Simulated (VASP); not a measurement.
# Sn3Se (Pm-3m) in VASP: settings compared

Aim: see how the results for Sn3Se move with the level of theory and the settings. Levels: PBE, r2SCAN. Tasks: single point.

All numbers are computed with VASP 6.6.1; they aren't measurements. Logs are shortened: lines on timing, memory, paths and dates and some standing lists are left out, and cuts for length are marked.

## Step 1: The cell of the first run

The structure is cubic, space group Pm-3m (No. 221). The conventional cell has a = 4.835 Å, b = 4.835 Å, c = 4.835 Å, α = 90.00°, β = 90.00°, γ = 90.00°. Sn (site symmetry 4/mmm) has 8 Sn at 3.42 Å and 4 Se at 3.42 Å within 4.5 Å. Within 4.5 Å of Se (site symmetry m-3m) lie 12 Sn at 3.42 Å.

## Step 2: Single point, PBE

Contents of INCAR:

```
SYSTEM = Sn3Se
PREC = Accurate ; ENCUT = 520
EDIFF = 1E-6 ; ISMEAR = -1
SIGMA = 0.05 ; LREAL = .FALSE.
LASPH = .TRUE. ; NELM = 80
ALGO = Normal ; ISIF = 2
LWAVE = .FALSE. ; LCHARG = .FALSE.
GGA = PE ; NBANDS = 32
```

Contents of KPOINTS:

```
regular mesh
0
G
  6 6 6
  0 0 0
```

Contents of POSCAR:

```
Sn3Se
1.0
    4.8348806308      0.0000000000      0.0000000000
    0.0000000000      4.8348806308      0.0000000000
    0.0000000000      0.0000000000      4.8348806308
Sn Se
3 1
Direct
    0.5000000000      0.5000000000      0.0000000000
    0.5000000000      0.0000000000      0.5000000000
    0.0000000000      0.5000000000      0.5000000000
    0.0000000000      0.0000000000      0.0000000000
```

Potentials or basis: VASP PAW PBE potentials, release 64 (Sn_d, Se).

Command:

```sh
$ cat potpaw_PBE.64/Sn_d/POTCAR potpaw_PBE.64/Se/POTCAR > POTCAR
$ mpirun -np 1 vasp_std > vasp.out
```

OUTCAR:

```text
SYSTEM = Sn3Se
   PREC = Accurate
   ENCUT = 520
   EDIFF = 1E-6
   ISMEAR = -1
   LREAL = .FALSE.
   LASPH = .TRUE.
   NELM = 80
   ISIF = 2
   GGA = PE

 ion  position               nearest neighbor table
   1  0.500  0.500  0.000-   2 3.42   3 3.42   2 3.42   3 3.42   2 3.42   2 3.42   3 3.42   3 3.42

   2  0.500  0.000  0.500-   1 3.42   3 3.42   1 3.42   1 3.42   3 3.42   1 3.42   3 3.42   3 3.42

   3  0.000  0.500  0.500-   1 3.42   2 3.42   1 3.42   2 3.42   1 3.42   2 3.42   1 3.42   2 3.42

   4  0.000  0.000  0.000-

  LATTYP: Found a simple cubic cell.
 ALAT       =     4.8348806308

  Lattice vectors:

 A1 = (   4.8348806308,   0.0000000000,   0.0000000000)
 A2 = (   0.0000000000,   4.8348806308,   0.0000000000)
 A3 = (   0.0000000000,   0.0000000000,   4.8348806308)

Analysis of symmetry for initial positions (statically):
=====================================================================
 Subroutine PRICEL returns:
 Original cell was already a primitive cell.

 Routine SETGRP: Setting up the symmetry group for a
 simple cubic supercell.

 Subroutine GETGRP returns: Found 48 space group operations
 (whereof 48 operations were pure point group operations)
 out of a pool of 48 trial point group operations.

The static configuration has the point symmetry O_h .

Analysis of symmetry for dynamics (positions and initial velocities):
=====================================================================
 Subroutine PRICEL returns:
 Original cell was already a primitive cell.

 Routine SETGRP: Setting up the symmetry group for a
 simple cubic supercell.

 Subroutine GETGRP returns: Found 48 space group operations
 (whereof 48 operations were pure point group operations)
 out of a pool of 48 trial point group operations.

The dynamic configuration has the point symmetry O_h .

 Subroutine INISYM returns: Found 48 space group operations
 (whereof 48 operations are pure point group operations),
 and found     1 'primitive' translations

----------------------------------------------------------------------------------------

                                     Primitive cell

  volume of cell :     113.0205

  direct lattice vectors                    reciprocal lattice vectors
     4.834880631  0.000000000  0.000000000     0.206830339  0.000000000  0.000000000
     0.000000000  4.834880631  0.000000000     0.000000000  0.206830339  0.000000000
     0.000000000  0.000000000  4.834880631     0.000000000  0.000000000  0.206830339

  length of vectors
     4.834880631  4.834880631  4.834880631     0.206830339  0.206830339  0.206830339

  position of ions in fractional coordinates (direct lattice)
     0.500000000  0.500000000  0.000000000
     0.500000000  0.000000000  0.500000000
     0.000000000  0.500000000  0.500000000
     0.000000000  0.000000000  0.000000000

  ion indices of the primitive-cell ions
   primitive index   ion index
                 1           1
                 2           2
                 3           3
                 4           4

----------------------------------------------------------------------------------------

 KPOINTS: regular mesh

Automatic generation of k-mesh.
 Grid dimensions read from file:
 generate k-points for:    6    6    6

 Generating k-lattice:

  Cartesian coordinates                     Fractional coordinates (reciprocal lattice)
     0.034471723  0.000000000  0.000000000     0.166666667  0.000000000  0.000000000
     0.000000000  0.034471723  0.000000000     0.000000000  0.166666667  0.000000000
     0.000000000  0.000000000  0.034471723     0.000000000  0.000000000  0.166666667

  Length of vectors
     0.034471723  0.034471723  0.034471723

  Shift w.r.t. Gamma in fractional coordinates (k-lattice)
     0.000000000  0.000000000  0.000000000

 Subroutine IBZKPT returns following result:
 ===========================================

 Found     20 irreducible k-points:

 Following reciprocal coordinates:
            Coordinates               Weight
  0.000000  0.000000  0.000000      1.000000
  0.166667  0.000000  0.000000      6.000000
  0.333333  0.000000  0.000000      6.000000
  0.500000  0.000000  0.000000      3.000000
  0.166667  0.166667  0.000000     12.000000
  0.333333  0.166667  0.000000     24.000000
[... 12 lines left out ...]
  0.500000  0.500000  0.333333      6.000000
  0.500000  0.500000  0.500000      1.000000
   k-points           NKPTS =     20   k-points in BZ     NKDIM =     20   number of bands    NBANDS=     32
   number of dos      NEDOS =    301   number of ions     NIONS =      4
   total plane-waves  NPLWV =  46656
   dimension x,y,z NGX =    36 NGY =   36 NGZ =   36
   dimension x,y,z NGXF=    72 NGYF=   72 NGZF=   72
   ions per type =               3   1
   NGX,Y,Z   is equivalent  to a cutoff of  12.38, 12.38, 12.38 a.u.
   NGXF,Y,Z  is equivalent  to a cutoff of  24.76, 24.76, 24.76 a.u.
 SYSTEM =  Sn3Se
   PREC   = accura    normal or accurate (medium, high low for compatibility)
   ISTART =      0    job   : 0-new  1-cont  2-samecut
   ICHARG =      2    charge: 1-file 2-atom 10-const
   ISPIN  =      1    spin polarized calculation?
   LNONCOLLINEAR =      F non collinear calculations
   LSORBIT =      F    spin-orbit coupling
   LASPH  =      T    aspherical Exc in radial PAW
   ENCUT  =  520.0 eV  38.22 Ry    6.18 a.u.   8.99  8.99  8.99*2*pi/ulx,y,z
   NELM   =     80;   NELMIN=  2; NELMDL= -5     # of ELM steps
   EDIFF  = 0.1E-05   stopping-criterion for ELM
   LREAL  =      F    real-space projection
   EDIFFG = 0.1E-04   stopping-criterion for IOM
   NSW    =      0    number of steps for IOM
   IBRION =     -1    ionic relax: 0-MD 1-quasi-New 2-CG
   NFREE  =      0    steps in history (QN), initial steepest desc. (CG)
   ISIF   =      2    stress and relaxation
   ISYM   =      2    0-nonsym 1-usesym 2-fastsym
   POTIM  = 0.5000    time-step for ionic-motion
   TEBEG  =    0.0;   TEEND  =   0.0 temperature during run
   PSTRESS=    0.0 pullay stress
   NELECT =      48.0000    total number of electrons
   NUPDOWN=      -1.0000    fix difference up-down
   EMIN   =  10.00;   EMAX   =-10.00  energy-range for DOS
   EFERMI =   0.00;   METHOD = LEGACY
   ISMEAR =    -1;   SIGMA  =   0.05  broadening in eV -4-tet -1-fermi 0-gaus
   EFERMI_NEDOS =   21; number of points for ismear=-14 and -15
   IALGO  =     38    algorithm
   IMIX   =      4    mixing-type and parameters
     AMIX     =   0.40;   BMIX     =  1.00
     AMIX_MAG =   1.60;   BMIX_MAG =  1.00
  volume/ion in A,a.u.               =      28.26       190.68
  Fermi-wavevector in a.u.,A,eV,Ry     =   1.230560  2.325421 20.603004  1.514278
  Thomas-Fermi vector in A             =   2.365404
   LORBIT       =      0    0 simple, 1 ext, 2 COOP (PROOUT), +10 PAW based schemes
   GGA     = PE    functional components
   LHFCALC =     F    Hartree Fock is set to
   AEXX    =    0.0000 exact exchange contribution
   IVDW    =     0    specifies the selected vdW correction
   LEPSILON=     F    determine dielectric tensor
   LRPA    =     F    only Hartree local field effects (RPA)
 non-spin polarized calculation
  energy-cutoff  :      520.00
  volume of cell :      113.02
 maximum number of plane-waves:      3112
 NGX is ok and might be reduce to    36
   NGX = 17   NGY = 17   NGZ = 17

 number of electron      48.0000043 magnetization

 Free energy of the ion-electron system (eV)
  ---------------------------------------------------
  ext. energy  EPLUGINS =         0.00000000
  ---------------------------------------------------
  free energy    TOTEN  =       -14.80911544 eV

  energy without entropy =      -14.78813393  energy(sigma->0) =      -14.79862468

 E-fermi :   6.5851     XC(G=0):  -9.9029

 val. band max:        6.5687364857   @ k =   0.5000   0.0000   0.0000
 cond. band min:       6.5946324916   @ k =   0.5000   0.1667   0.1667
 fundamental gap:      0.0258960059
 Fermi energy:         6.5850625311

 k-point     1 :       0.0000    0.0000    0.0000
  band No.  band energies     occupation
      1     -15.1974      2.00000
      2     -15.1974      2.00000
      3     -15.1974      2.00000
      4     -15.1920      2.00000
      5     -15.1920      2.00000
      6     -15.1444      2.00000
[... 24 lines left out ...]
     31      11.9127      0.00000
     32      12.2247      0.00000

 k-point     2 :       0.1667    0.0000    0.0000
  band No.  band energies     occupation
      1     -15.1948      2.00000
      2     -15.1913      2.00000
      3     -15.1865      2.00000
      4     -15.1865      2.00000
      5     -15.1855      2.00000
      6     -15.1369      2.00000
[... 24 lines left out ...]
     31      11.9653      0.00000
     32      11.9653      0.00000

 k-point     3 :       0.3333    0.0000    0.0000
  band No.  band energies     occupation
      1     -15.1899      2.00000
      2     -15.1888      2.00000
      3     -15.1689      2.00000
      4     -15.1615      2.00000
      5     -15.1615      2.00000
      6     -15.1386      2.00000
[... 24 lines left out ...]
     31      10.9610      0.00000
     32      12.5714      0.00000

 k-point     4 :       0.5000    0.0000    0.0000
  band No.  band energies     occupation
      1     -15.1892      2.00000
      2     -15.1851      2.00000
      3     -15.1561      2.00000
      4     -15.1499      2.00000
      5     -15.1499      2.00000
      6     -15.1422      2.00000
[... 514 lines left out ...]
     31      11.5937      0.00000
     32      14.3298      0.00000

 k-point    19 :       0.5000    0.5000    0.3333
  band No.  band energies     occupation
      1     -15.1898      2.00000
      2     -15.1830      2.00000
      3     -15.1830      2.00000
      4     -15.1781      2.00000
      5     -15.1327      2.00000
      6     -15.1317      2.00000
[... 24 lines left out ...]
     31      12.1691      0.00000
     32      13.8877      0.00000

 k-point    20 :       0.5000    0.5000    0.5000
  band No.  band energies     occupation
      1     -15.1948      2.00000
      2     -15.1850      2.00000
      3     -15.1850      2.00000
      4     -15.1850      2.00000
      5     -15.1368      2.00000
      6     -15.1368      2.00000
[... 24 lines left out ...]
     31      12.3226      0.00000
     32      13.2355      0.00000

------------------------ aborting loop because EDIFF is reached ----------------------------------------

  FORCE on cell =-STRESS in cart. coord.  units (eV):
  Direction    XX          YY          ZZ          XY          YZ          ZX
  --------------------------------------------------------------------------------------
  -------------------------------------------------------------------------------------
  Total       -1.5949920     -1.5949920     -1.5949920     -0.0000000      0.0000000     -0.0000000
  in kB      -22.6105862    -22.6105862    -22.6105862     -0.0000000      0.0000000     -0.0000000
  external PRESSURE =     -22.6105862 kB  Pullay stress =       0.0000000 kB

 VOLUME and BASIS-vectors are now :
 -----------------------------------------------------------------------------
  energy-cutoff  :      520.00
  volume of cell :      113.02
      direct lattice vectors                 reciprocal lattice vectors
     4.834880631  0.000000000  0.000000000     0.206830339  0.000000000  0.000000000
     0.000000000  4.834880631  0.000000000     0.000000000  0.206830339  0.000000000
     0.000000000  0.000000000  4.834880631     0.000000000  0.000000000  0.206830339

 POSITION                                       TOTAL-FORCE (eV/Angst)
 -----------------------------------------------------------------------------------
      2.41744      2.41744      0.00000         0.000000      0.000000      0.000000
      2.41744      0.00000      2.41744         0.000000      0.000000      0.000000
      0.00000      2.41744      2.41744         0.000000      0.000000      0.000000
      0.00000      0.00000      0.00000         0.000000      0.000000      0.000000
 -----------------------------------------------------------------------------------
    total drift:                                0.000000      0.000000      0.000000

  FREE ENERGIE OF THE ION-ELECTRON SYSTEM (eV)
  ---------------------------------------------------
  free  energy   TOTEN  =       -14.8091154364 eV

  energy  without entropy=      -14.7881339311  energy(sigma->0) =      -14.79862468
```

Wall time 53 s (1 thread of AMD EPYC 7R43 (Zen 3), shared host); peak memory 0.2 GiB.

What came out:

```
Free energy            : -14.8091 eV
Pressure               : -2.3 GPa
Band gap on the k mesh : zero (band 24 reaches 8.40 eV, above the bottom of band 25 at 6.28 eV)
```

Caveat: spin-orbit coupling is left out, which moves the levels of the heavy elements.

## Step 3: Single point, r2SCAN

This run uses another cell than the first one, of 25.06 Å³/atom, 0.887 times its volume.

Contents of POSCAR:

```
Sn3Se
1.0
    4.6450787976      0.0000000000      0.0000000000
    0.0000000000      4.6450787976      0.0000000000
    0.0000000000      0.0000000000      4.6450787976
Sn Se
3 1
Direct
    0.5000000000      0.5000000000      0.0000000000
    0.5000000000      0.0000000000      0.5000000000
    0.0000000000      0.5000000000      0.5000000000
    0.0000000000      0.0000000000      0.0000000000
```

Contents of INCAR.step1:

```
SYSTEM = Sn3Se
ALGO = Normal ; EDIFF = 1E-4
ENCUT = 520 ; GGA = PE
ISMEAR = -1 ; LASPH = .True.
LCHARG = .False. ; LREAL = .False.
LWAVE = .True. ; NBANDS = 32
NELM = 80 ; PREC = Accurate
SIGMA = 0.05
```

Contents of INCAR.step2:

```
SYSTEM = Sn3Se
ALGO = Normal ; EDIFF = 1E-6
ENCUT = 520 ; ISIF = 2
ISMEAR = -1 ; ISTART = 1
LASPH = .True. ; LCHARG = .True.
LELF = .True. ; LMIXTAU = .True.
LREAL = .False. ; LVHAR = .True.
LWAVE = .False. ; METAGGA = R2SCAN
NBANDS = 32 ; NELM = 80
PREC = Accurate ; SIGMA = 0.05
```

Contents of KPOINTS:

```
k-points
0
Gamma
  6 6 6
  0 0 0
```

Potentials or basis: VASP PAW PBE potentials, release 64 (Sn_d, Se).

Command:

```sh
$ cat potpaw_PBE.64/Sn_d/POTCAR potpaw_PBE.64/Se/POTCAR > POTCAR
$ cp INCAR.step1 INCAR
$ mpirun -np 1 vasp_std > vasp.out
$ cp INCAR.step2 INCAR
$ mpirun -np 1 vasp_std > vasp.out
```

Wall time 3.3 min (1 thread of AMD EPYC 7R43 (Zen 3), shared host); peak memory 0.21 GiB.

Results (log left out):

```
Free energy            : -87.6917 eV
Pressure               : 2.7 GPa
Band gap on the k mesh : zero (band 24 reaches 10.13 eV, above the bottom of band 25 at 7.46 eV)
```

Levels at points of the mesh, in eV from the Fermi level:
| k point | band 20 | band 21 | band 22 | band 23 | band 24 | band 25 | band 26 | band 27 | band 28 | band 29 |
| --- | --- | --- | --- | --- | --- | --- | --- | --- | --- | --- |
| (0.00, 0.00, 0.00) | -4.91 | -4.85 | -4.85 | -0.16 | -0.16 | -0.16 | 2.54 | 2.54 | 2.54 | 4.82 |
| (0.50, 0.00, 0.00) | -3.71 | -3.71 | -2.13 | -2.09 | -2.09 | -0.14 | 2.30 | 2.42 | 2.42 | 2.77 |
| (0.50, 0.50, 0.00) | -2.97 | -2.49 | -2.10 | -2.10 | -0.51 | -0.03 | 0.02 | 0.02 | 3.59 | 3.59 |
| (0.50, 0.50, 0.50) | -5.88 | -5.88 | -5.88 | -5.36 | 2.21 | 2.21 | 2.21 | 6.59 | 6.59 | 6.92 |

Caveat: the PAW data sets were made with another functional, which shifts forces and pressure a little; spin-orbit coupling is left out, which moves the levels of the heavy elements.
